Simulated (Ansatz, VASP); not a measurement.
## BeB2: VASP beside Ansatz

```xyz
3
Lattice="2.9100 0.0000 0.0000 -1.4550 2.5202 0.0000 0.0000 0.0000 2.8580" Properties=species:S:1:pos:R:3 pbc="T T T"
Be    0.0000    0.0000    0.0000
B     0.0000    1.6801    1.4290
B     1.4550    0.8401    1.4290
```

Alike in both runs: task single point; functional LDA; k mesh 11 × 11 × 10; occupations fermi-dirac, width 0.05 eV; no spin polarisation.

|  | VASP | Ansatz |
| --- | --- | --- |
| version | VASP 6.6.1 | Ansatz 0.2.0 |
| potentials or method | VASP PAW LDA potentials, release 64 (Be, B), cutoff 600 eV | plane waves, PAW |
| valence electrons in the cell | 8 | 8 |

|  | VASP | Ansatz | Ansatz less VASP |
| --- | --- | --- | --- |
| pressure (GPa) | -3.2 | -3.6 | -0.34 |
| traceless stress, the component that is largest in VASP (GPa) | -1.31 | -1.16 | +0.150 |

LDA's correlation is that of Perdew and Zunger in VASP and of Perdew and Wang (1992) in Ansatz.
